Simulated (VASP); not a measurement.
Wanted: the native input for a VASP 6.6.1 run.

```yaml
Task: relaxation of cell and atoms
Functional: revPBE
Potentials_or_basis: VASP PAW PBE potentials, release 64 (Hg_sv_GW)
Cutoff: 500 eV
k_mesh: 12 × 12 × 12
Occupations: fermi-dirac, width 0.1 eV
Spin: no spin polarisation
Dipole_correction: no
Further_INCAR_settings: ALGO = Normal; EDIFF = 1e-07; IBRION = 2; EDIFFG = -0.01; NSW = 80; ISIF = 3
```

The structure of Hg lies in POSCAR:

```
Hg
1.0
   -1.7934065524      1.7934065524      1.7934065524
    1.7934065524     -1.7934065524      1.7934065524
    1.7934065524      1.7934065524     -1.7934065524
Hg
1
Direct
    0.0000000000      0.0000000000      0.0000000000
```

One way to write it, as run:

INCAR

```
ALGO = Normal
EDIFF = 1E-7
EDIFFG = -0.01
ENCUT = 500
GGA = RE
GGA_COMPAT = F
IBRION = 2
ISIF = 3
ISMEAR = -1
LASPH = T
LCHARG = F
LREAL = F
LWAVE = F
NELM = 120
NELMIN = 4
NSW = 80
PREC = Accurate
SIGMA = 0.1
```

KPOINTS

```
k-points
0
Gamma
  12 12 12
```

Potentials or basis: VASP PAW PBE potentials, release 64 (Hg_sv_GW).

Run with:

```sh
$ cat potpaw_PBE.64/Hg_sv_GW/POTCAR > POTCAR
$ mpirun -np 1 vasp_std > vasp.out
```

It gave:

| Item | Value |
| --- | --- |
| Relaxed volume | 27.53 Å³/atom |
| Relaxed cell | a = 3.295 Å, b = 3.295 Å, c = 3.295 Å, α = 109.47°, β = 109.47°, γ = 109.47° |
| Space group after relaxing (to 0.1 Å) | Im-3m (No. 229) |
| Energy gained by relaxing | 76.3 meV/atom |
| Ionic steps | 3 |
| Pressure after relaxing | 0.0 GPa |
| Band gap on the k mesh | zero (bands 10 and 11 overlap by 2.88 eV) |

Caveat: the volume moved by over 15 % at a fixed basis, so the end points are rough; the PAW data sets were made with another functional, which shifts forces and pressure a little; spin-orbit coupling is left out, which moves the levels of the heavy elements.

Run time: 55 s on 1 thread of Intel(R) Xeon(R) Platinum 8259CL CPU @ 2.50GHz (Skylake/Cascade Lake), on a shared host, peak memory 0.17 GiB.
